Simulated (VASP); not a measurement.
# SiNi (Pmmn) in VASP: a series of runs, part 2 of 2

VASP 6.6.1.

## Step 4: Single point, PBEsol (biaxial strain in the a-b plane: +4.5 %)

INCAR reads:

```
SYSTEM = SiNi
ALGO = Normal
EDIFF = 1E-6
ENCUT = 520
GGA = PS
ISIF = 2
ISMEAR = 0
LASPH = .True.
LCHARG = .False.
LREAL = .False.
LWAVE = .False.
NBANDS = 22
NELM = 100
PREC = Accurate
SIGMA = 0.1
```

KPOINTS reads:

```
k-points
0
Gamma
  18 16 12
  0 0 0
```

POSCAR reads:

```
SiNi
1.0
    3.1295539941      0.0000000000      0.0000000000
    0.0000000000      3.3801542946      0.0000000000
    0.0000000000      0.0000000000      4.5463123507
Si Ni
2 2
Direct
    0.5000000000      0.5000000000      0.8424871115
    0.0000000000      0.0000000000      0.1575128885
    0.5000000000      0.5000000000      0.3442449349
    0.0000000000      0.0000000000      0.6557550651
```

Started as:

```bash
> cat potpaw_PBE.64/Si/POTCAR potpaw_PBE.64/Ni/POTCAR > POTCAR
> mpirun -np 1 vasp_std > vasp.out
```

It took 3.4 min on 1 thread of Intel Xeon 6975P-C (Granite Rapids), shared host; peak memory 0.63 GiB.

The run converged. Its results:

```yaml
Free_energy: -25.7859 eV
Pressure: -6.9 GPa
Largest_force: 0.068 eV/Å
Band_gap_on_the_k_mesh: zero (bands 14 and 15 overlap by 2.53 eV)
```

Forces on the atoms (eV/Å):
```
Si   0.000  0.000  0.017
Si   0.000  0.000 -0.017
Ni   0.000  0.000  0.068
Ni   0.000  0.000 -0.068
```

Stress tensor (GPa, compression positive):
```
-11.28   0.00   0.00
  0.00 -12.67   0.00
  0.00   0.00   3.29
```

Levels at points of the mesh, in eV from the Fermi level:
```tsv
k point	band 11	band 12	band 13	band 14	band 15	band 16	band 17	band 18
(0.00, 0.00, 0.00)	-2.29	-1.98	-1.82	-1.38	0.27	2.60	4.88	5.35
(0.50, 0.00, 0.00)	-2.27	-2.27	-1.61	-1.61	1.94	1.94	3.08	3.08
(0.00, 0.50, 0.00)	-2.19	-2.19	-1.98	-1.98	1.57	1.57	3.99	3.99
(0.50, 0.50, 0.00)	-1.92	-1.92	-1.60	-1.60	1.24	1.24	2.32	2.32
(0.00, 0.00, 0.50)	-2.58	-1.89	1.23	1.74	2.00	2.32	3.51	3.57
(0.50, 0.00, 0.50)	-2.00	-2.00	-1.41	-1.41	3.49	3.49	5.14	5.14
(0.00, 0.50, 0.50)	-1.89	-1.89	-1.78	-1.78	4.56	4.56	6.11	6.11
(0.50, 0.50, 0.50)	-2.00	-2.00	-1.59	-1.59	-0.29	-0.29	0.66	0.66
```

Caveat: the cell differs from its parent crystal (biaxial strain in the a-b plane: +4.5 %); the cell stands under tension; the PAW data sets were made with another functional, which shifts forces and pressure a little. Spin polarisation is off, so any magnetic state and its effect on volume and gap are missing.

## Step 5: Single point, PBEsol (biaxial strain in the a-b plane: +4.5 %, then relaxed in part)

INCAR reads:

```
PREC = Accurate
ENCUT = 520
EDIFF = 1E-6
ISMEAR = 0
SIGMA = 0.1
LREAL = False
LASPH = True
NELM = 80
ALGO = Normal
ISIF = 2
LWAVE = False
LCHARG = True
GGA = PS
LELF = True
LVHAR = True
NBANDS = 22
```

KPOINTS reads:

```
Automatic mesh
0
Gamma
  18 16 12
```

POSCAR reads:

```
SiNi
1.0
    3.1295539941      0.0000000000      0.0000000000
    0.0000000000      3.3801542946      0.0000000000
    0.0000000000      0.0000000000      4.5696220313
Si Ni
2 2
Direct
    0.5000000000      0.5000000000      0.8426991992
    0.0000000000      0.0000000000      0.1573008008
    0.5000000000      0.5000000000      0.3448856859
    0.0000000000      0.0000000000      0.6551143141
```

Potentials or basis: VASP PAW PBE potentials, release 64 (Si, Ni).

Started as:

```bash
> cat potpaw_PBE.64/Si/POTCAR potpaw_PBE.64/Ni/POTCAR > POTCAR
> mpirun -np 1 vasp_std > vasp.out
```

OUTCAR:

```text
PREC = Accurate
   ENCUT = 520
   EDIFF = 1E-6
   ISMEAR = 0
   LREAL = False
   LASPH = True
   NELM = 80
   ISIF = 2
   GGA = PS

 ion  position               nearest neighbor table
   1  0.500  0.500  0.843-   3 2.27   3 2.29   4 2.46   4 2.46   4 2.46   4 2.46   2 2.72   2 2.72
                             2 2.72   2 2.72
   2  0.000  0.000  0.157-   4 2.27   4 2.29   3 2.46   3 2.46   3 2.46   3 2.46   1 2.72   1 2.72
                             1 2.72   1 2.72
   3  0.500  0.500  0.345-   1 2.27   1 2.29   2 2.46   2 2.46   2 2.46   2 2.46   4 2.70   4 2.70
                             4 2.70   4 2.70
   4  0.000  0.000  0.655-   2 2.27   2 2.29   1 2.46   1 2.46   1 2.46   1 2.46   3 2.70   3 2.70
                             3 2.70   3 2.70

  LATTYP: Found a simple orthorhombic cell.
 ALAT       =     3.1295539941
 B/A-ratio  =     1.0800754040
 C/A-ratio  =     1.4601512036

  Lattice vectors:

 A1 = (   3.1295539941,   0.0000000000,   0.0000000000)
 A2 = (   0.0000000000,   3.3801542946,   0.0000000000)
 A3 = (   0.0000000000,   0.0000000000,   4.5696220313)

Analysis of symmetry for initial positions (statically):
[... 182 lines left out ...]
 val. band max:       10.4931689903   @ k =   0.0556   0.0000   0.2500
 cond. band min:      10.5007644754   @ k =   0.2222   0.1875   0.4167
 fundamental gap:      0.0075954852
 Fermi energy:        10.4977829751

 k-point     1 :       0.0000    0.0000    0.0000
  band No.  band energies     occupation
      1      -2.8503      2.00000
      2       2.9879      2.00000
      3       4.6927      2.00000
      4       6.6539      2.00000
      5       7.1177      2.00000
      6       7.6144      2.00000
[... 589 lines left out ...]
     21      18.3328      0.00000
     22      18.6271      0.00000

 [... further k-points ...]

------------------------ aborting loop because EDIFF is reached ----------------------------------------

  FORCE on cell =-STRESS in cart. coord.  units (eV):
  Direction    XX          YY          ZZ          XY          YZ          ZX
  --------------------------------------------------------------------------------------
  -------------------------------------------------------------------------------------
  Total       -3.5389892     -3.9606511      0.1742466      0.0000000      0.0000000      0.0000000
  in kB     -117.2979888   -131.2737571      5.7753145      0.0000000      0.0000000      0.0000000
  external PRESSURE =     -80.9321438 kB  Pullay stress =       0.0000000 kB

 VOLUME and BASIS-vectors are now :
 -----------------------------------------------------------------------------
  energy-cutoff  :      520.00
  volume of cell :       48.34
      direct lattice vectors                 reciprocal lattice vectors
     3.129553994  0.000000000  0.000000000     0.319534350  0.000000000  0.000000000
     0.000000000  3.380154295  0.000000000     0.000000000  0.295844483  0.000000000
     0.000000000  0.000000000  4.569622031     0.000000000  0.000000000  0.218836480

 POSITION                                       TOTAL-FORCE (eV/Angst)
 -----------------------------------------------------------------------------------
      1.56478      1.69008      3.85082         0.000000      0.000000      0.003211
      0.00000      0.00000      0.71881         0.000000      0.000000     -0.003211
      1.56478      1.69008      1.57600         0.000000      0.000000     -0.000422
      0.00000      0.00000      2.99362         0.000000      0.000000      0.000422
 -----------------------------------------------------------------------------------
    total drift:                                0.000000     -0.000000      0.000000

  FREE ENERGIE OF THE ION-ELECTRON SYSTEM (eV)
  ---------------------------------------------------
  free  energy   TOTEN  =       -25.7889629069 eV

  energy  without entropy=      -25.7830611172  energy(sigma->0) =      -25.78601201
```

OSZICAR:

```text
N       E                     dE             d eps       ncg     rms          rms(c)
DAV:   1     0.139102870943E+03    0.13910E+03   -0.12267E+04 27744   0.148E+03
DAV:   2    -0.215692486387E+02   -0.16067E+03   -0.15175E+03 28080   0.283E+02
DAV:   3    -0.293861332360E+02   -0.78169E+01   -0.76141E+01 33438   0.744E+01
DAV:   4    -0.295614742342E+02   -0.17534E+00   -0.17510E+00 31756   0.101E+01
DAV:   5    -0.295668885774E+02   -0.54143E-02   -0.54137E-02 34410   0.188E+00    0.201E+01
DAV:   6    -0.353651144341E+02   -0.57982E+01   -0.63328E+01 31938   0.151E+02    0.285E+01
DAV:   7    -0.258638508792E+02    0.95013E+01   -0.23248E+01 31978   0.946E+01    0.409E+00
DAV:   8    -0.258289780151E+02    0.34873E-01   -0.21626E+00 41824   0.157E+01    0.232E+00
DAV:   9    -0.257902875295E+02    0.38690E-01   -0.18914E-01 37742   0.601E+00    0.486E-01
DAV:  10    -0.257894827274E+02    0.80480E-03   -0.63073E-03 40012   0.111E+00    0.296E-01
DAV:  11    -0.257889821425E+02    0.50058E-03   -0.10534E-03 42772   0.457E-01    0.716E-02
DAV:  12    -0.257889694999E+02    0.12643E-04   -0.66937E-05 38020   0.918E-02    0.285E-02
DAV:  13    -0.257889634648E+02    0.60352E-05   -0.10305E-05 43720   0.407E-02    0.107E-02
DAV:  14    -0.257889629069E+02    0.55790E-06   -0.17313E-06 21088   0.928E-03
   1 F= -.25788963E+02 E0= -.25786012E+02  d E =-.590179E-02
```

Run time: 3.4 min. Hardware: 1 thread of Intel Xeon 6975P-C (Granite Rapids), shared host; peak memory 0.63 GiB.

Results:

```
Free energy            : -25.7890 eV
Pressure               : -8.1 GPa
Largest force          : 0.003 eV/Å
Band gap on the k mesh : zero (bands 14 and 15 overlap by 2.52 eV)
```

Forces on the atoms (eV/Å):
```
Si   0.000  0.000  0.003
Si   0.000  0.000 -0.003
Ni   0.000  0.000  0.000
Ni   0.000  0.000  0.000
```

Stress tensor (GPa, compression positive):
```
-11.73   0.00   0.00
  0.00 -13.13   0.00
  0.00   0.00   0.58
```

Levels at points of the mesh, in eV from the Fermi level:
```
           k point  band 10  band 11  band 12  band 13  band 14  band 15  band 16  band 17  band 18  band 19
(0.00, 0.00, 0.00)    -2.27    -2.27    -1.95    -1.80    -1.34     0.31     2.58     4.88     5.33     6.54
(0.50, 0.00, 0.00)    -2.39    -2.26    -2.26    -1.59    -1.59     1.90     1.90     3.09     3.09     5.65
(0.00, 0.50, 0.00)    -2.41    -2.16    -2.16    -1.96    -1.96     1.53     1.53     4.01     4.01     6.89
(0.50, 0.50, 0.00)    -2.99    -1.90    -1.90    -1.58    -1.58     1.25     1.25     2.31     2.31     4.07
(0.00, 0.00, 0.50)    -2.56    -2.55    -1.86     1.23     1.76     2.00     2.32     3.41     3.58     4.01
(0.50, 0.00, 0.50)    -2.09    -1.98    -1.98    -1.39    -1.39     3.49     3.49     5.13     5.13     6.02
(0.00, 0.50, 0.50)    -2.19    -1.87    -1.87    -1.76    -1.76     4.56     4.56     6.01     6.01     6.57
(0.50, 0.50, 0.50)    -2.27    -1.97    -1.97    -1.57    -1.57    -0.29    -0.29     0.68     0.68     9.10
```

Caveat: the cell differs from its parent crystal (biaxial strain in the a-b plane: +4.5 %, then relaxed in part); the cell stands under tension; the PAW data sets were made with another functional, which shifts forces and pressure a little. Spin polarisation is off, so any magnetic state and its effect on volume and gap are missing.

## Step 6: Overview

```tsv
task	cell	k mesh	cutoff (eV)	gap on the mesh (eV)	pressure (GPa)	largest force (eV/Å)
relaxation of cell and atoms	relaxed to 25 GPa from a = 2.763, b = 3.210, c = 4.543 Å, 4 atoms	14 × 12 × 10	600	none	24.9	0.01
relaxation of cell and atoms	relaxed to 12 GPa from a = 2.889, b = 3.205, c = 4.595 Å, 4 atoms	14 × 12 × 10	600	none	12.0	0.01
single point	a = 3.130, b = 3.380, c = 4.546 Å, 4 atoms	18 × 16 × 12	520	none	-6.9	0.07
single point	a = 3.130, b = 3.380, c = 4.570 Å, 4 atoms	18 × 16 × 12	520	none	-8.1	-
```

Alike in all rows: level PBEsol; potentials or basis VASP PAW PBE potentials, release 64 (Si, Ni); no spin polarisation; smearing gaussian 0.1 eV.

Caveats: the PAW data sets were made with another functional, which shifts forces and pressure a little; the cell is relaxed towards a set pressure, so the run minimises the enthalpy, not the energy (at least some runs); the cell stands under tension (at least some runs).

Absolute energies hang on the potentials; compare differences alone.
